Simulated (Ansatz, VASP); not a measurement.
## MoS: VASP beside Ansatz

File POSCAR:

```
MoS
1.0
    3.8118696859      0.0000000000      0.0000000000
   -1.9059348429      3.3011759839      0.0000000000
    0.0000000000      0.0000000000      6.6429060378
Mo S
2 2
Direct
    0.0000000000      0.0000000000      0.0000000000
    0.0000000000      0.0000000000      0.5000000000
    0.3333333333      0.6666666667      0.2500000000
    0.6666666667      0.3333333333      0.7500000000
```

Contents of INCAR.step1:

```
SYSTEM = MoS
PREC = Accurate
ENCUT = 520
ISMEAR = 0
SIGMA = 0.1
LREAL = .False.
LASPH = .True.
NELM = 150
ISPIN = 2
MAGMOM = 2 2 0 0
LMAXMIX = 4
LDAU = .True.
LDAUTYPE = 2
LDAUL = 2 -1
LDAUU = 4.38 0
LDAUJ = 0 0
NBANDS = 32
GGA = PE
ALGO = Normal
EDIFF = 1E-4
LWAVE = .True.
LCHARG = .False.
```

File INCAR.step2:

```
SYSTEM = MoS
PREC = Accurate
ENCUT = 520
EDIFF = 1E-7
ISMEAR = 0
SIGMA = 0.1
LREAL = .False.
LASPH = .True.
NELM = 150
ALGO = Normal
ISIF = 2
LWAVE = .False.
LCHARG = .False.
ISPIN = 2
MAGMOM = 2 2 0 0
LORBIT = 11
LMAXMIX = 4
LDAU = .True.
LDAUTYPE = 2
LDAUL = 2 -1
LDAUU = 4.38 0
LDAUJ = 0 0
LDAUPRINT = 1
METAGGA = R2SCAN
LMIXTAU = .True.
NBANDS = 32
ISTART = 1
```

The input KPOINTS:

```
Automatic mesh
0
Gamma
  12 12 6
  0 0 0
```

Input for Ansatz:

```yaml
crystal:
  lattice:
    - [3.8118696859, 0.0, 0.0]
    - [-1.9059348429, 3.3011759839, 0.0]
    - [0.0, 0.0, 6.6429060378]
  atoms:
    - { symbol: Mo, position: [0.0, 0.0, 0.0], spin: 2.0 }
    - { symbol: Mo, position: [0.0, 0.0, 0.5], spin: 2.0 }
    - { symbol: S, position: [0.3333333333, 0.6666666667, 0.25] }
    - { symbol: S, position: [0.6666666667, 0.3333333333, 0.75] }
basis:
  ecutwfc: 500
kpoints:
  mp_grid: { grid: [12, 12, 6] }
hamiltonian:
  xc: r2scan
  hubbard: { sites: [{ species: Mo, l: d, u_eff: 4.38 }] }
scf:
  occupations: { method: gaussian, width: 0.1 }
output:
  forces: true
  stress: true
  eigenvalues: true
  populations: true
magnetization:
  spin_polarized: true
```

Alike in both runs: task single point; functional r2SCAN; k mesh 12 × 12 × 6; occupations gaussian, width 0.1 eV; collinear spin; Hubbard terms Mo d U = 4.38 eV.

```csv
,VASP,Ansatz
version,VASP 6.6.1,Ansatz 0.2.0
potentials or method,"VASP PAW PBE potentials, release 64 (Mo_sv, S), cutoff 520 eV","scalar-relativistic, plane waves, PAW"
valence electrons in the cell,40,40
```

Ansatz gave:

| Quantity | Value |
| --- | --- |
| gap on the k mesh at the Fermi level (eV) | none |
| pressure (GPa) | 0.0 |
| traceless stress, the component that is largest in VASP (GPa) | 0.00 |
| net moment per atom (μB) | 2.00 |
| size of the moment on the site where the two differ most (μB) | 3.30 |

Problem. What did VASP give for the same quantities?

Solution. gap on the k mesh at the Fermi level (eV): none; pressure (GPa): -1.2; traceless stress, the component that is largest in VASP (GPa): 0.10; net moment per atom (μB): 2.00; size of the moment on the site where the two differ most (μB): 3.65.

VASP's potentials were made for PBE, not for r2SCAN. Site moments also hang on the region over which each program counts them. The programs project onto different local orbitals, so the same U acts differently, and such runs can settle in different states. A gap of «none» marks a metal or a gap that the smearing closes. Ansatz's warnings: filled band counts differ across k points, minimisation memory short, stability check not made.
